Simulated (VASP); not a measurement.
Input of a VASP 6.6.1 run:

POSCAR

```
Fe
1.0
   -1.4331238856      1.4331238856      1.4331238856
    1.4331238856     -1.4331238856      1.4331238856
    2.8662477712      2.8662477712     -2.8662477712
Fe
2
Direct
    0.0000000000      0.0000000000      0.0000000000
    0.0000000000      0.0000000000      0.5000000000
```

File INCAR.step1:

```
PREC = Accurate
ENCUT = 660
ISMEAR = 0
SIGMA = 0.05
LREAL = F
LASPH = T
NELM = 200
ISPIN = 2
MAGMOM = 2.5 -2.5
LMAXMIX = 4
NBANDS = 19
GGA = PE
ALGO = Normal
EDIFF = 1E-5
LWAVE = T
LCHARG = F
GGA_COMPAT = F
KPAR = 4
```

Contents of INCAR.step2:

```
PREC = Accurate
ENCUT = 660
EDIFF = 1E-6
ISMEAR = 0
SIGMA = 0.05
LREAL = F
LASPH = T
NELM = 200
ALGO = Normal
ISIF = 2
LWAVE = F
LCHARG = F
ISPIN = 2
MAGMOM = 2.5 -2.5
LORBIT = 11
LMAXMIX = 4
METAGGA = R2SCAN
LMIXTAU = T
NBANDS = 19
ISTART = 1
GGA_COMPAT = F
KPAR = 4
```

File KPOINTS:

```
Automatic mesh
0
Gamma
  20 20 10
```

Potentials or basis: VASP PAW PBE potentials, release 64 (Fe).

Launch:

```console
$ cat potpaw_PBE.64/Fe/POTCAR > POTCAR
$ cp INCAR.step1 INCAR
$ mpirun -np 4 vasp_std > vasp.out
$ cp INCAR.step2 INCAR
$ mpirun -np 4 vasp_std > vasp.out
```

**Question.** Predict the band gap on the k mesh.

**Answer.** Zero (filled and empty bands overlap).

**Question.** Estimate the pressure.

**Answer.** -1.9 GPa.

Stress tensor (GPa, compression positive):
```
-2.50  8.79  0.00
 8.79 -2.50  0.00
 0.00  0.00 -0.83
```

Caveat: the antiferromagnetic order is the one typed at the start, and another may lie lower; the PAW data sets were made with another functional, which shifts forces and pressure a little.
